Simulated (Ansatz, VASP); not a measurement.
# Two plane-wave programs on AlAs

The input POSCAR:

```
AlAs
1.0
    0.0000000000      2.8372982409      2.8372982409
    2.8372982409      0.0000000000      2.8372982409
    2.8372982409      2.8372982409      0.0000000000
Al As
1 1
Direct
    0.0000000000      0.0000000000      0.0000000000
    0.2500000000      0.2500000000      0.2500000000
```

File INCAR.step1:

```
SYSTEM = AlAs
PREC = Accurate
ENCUT = 400
EDIFF = 1E-5
ISMEAR = 0
SIGMA = 0.01
LREAL = .FALSE.
LASPH = .TRUE.
NELM = 200
ALGO = Normal
ISIF = 2
LWAVE = .TRUE.
MAGMOM = 0 0 0 0 0 0
LORBIT = 11
LSORBIT = .TRUE.
GGA_COMPAT = .FALSE.
LORBMOM = .TRUE.
GGA = PE
NBANDS = 20
```

INCAR.step2

```
SYSTEM = AlAs
PREC = Accurate
ENCUT = 400
EDIFF = 1E-6
ISMEAR = 0
SIGMA = 0.01
LREAL = .FALSE.
LASPH = .TRUE.
NELM = 200
ALGO = Normal
ISIF = 2
LWAVE = .FALSE.
LCHARG = .TRUE.
MAGMOM = 0 0 0 0 0 0
LORBIT = 11
LSORBIT = .TRUE.
GGA_COMPAT = .FALSE.
LORBMOM = .TRUE.
GGA = PE
LHFCALC = .TRUE.
HFSCREEN = 0.2079
PRECFOCK = Normal
LVHAR = .TRUE.
ISTART = 1
NBANDS = 20
```

Contents of KPOINTS:

```
regular mesh
0
G
  6 6 6
  0 0 0
```

Input for Ansatz:

```yaml
crystal:
  lattice:
    - [0.0, 2.8372982409, 2.8372982409]
    - [2.8372982409, 0.0, 2.8372982409]
    - [2.8372982409, 2.8372982409, 0.0]
  atoms:
    - { symbol: Al, position: [0.0, 0.0, 0.0] }
    - { symbol: As, position: [0.25, 0.25, 0.25] }
basis:
  ecutwfc: 420
kpoints:
  mp_grid: { grid: [6, 6, 6] }
  band_path:
    path:
      - [0.0, 0.0, 0.0]
      - [-0.5, -0.5, 0.0]
      - [-0.375, -0.375, 0.25]
      - [-0.375, 0.0, 0.375]
      - [0.0, 0.0, 0.5]
      - [-0.5, -0.25, 0.25]
    npoints: 1
hamiltonian:
  xc: hse06
scf:
  occupations: { method: fixed }
  n_extra_bands: 8
output:
  eigenvalues: true
magnetization:
  noncollinear: true
  spin_orbit: true
```

Alike in both runs: task single point; functional HSE06; k mesh 6 × 6 × 6; non-collinear spin, spin-orbit coupling.

|  | VASP | Ansatz |
| --- | --- | --- |
| version | VASP 6.6.1 | Ansatz 0.2.0 |
| potentials or method | VASP PAW PBE potentials, release 64 (Al, As), cutoff 400 eV | plane waves, PAW |
| occupations | gaussian, width 0.01 eV | fixed |
| valence electrons in the cell | 8 | 18 |

|  | VASP | Ansatz | Ansatz less VASP |
| --- | --- | --- | --- |
| net moment per atom (μB) | 0.00 | 0.00 | 0.000 |

VASP's potentials hold 8 valence electrons a cell and Ansatz's 18, so a difference there can come from the potentials and not from the codes.
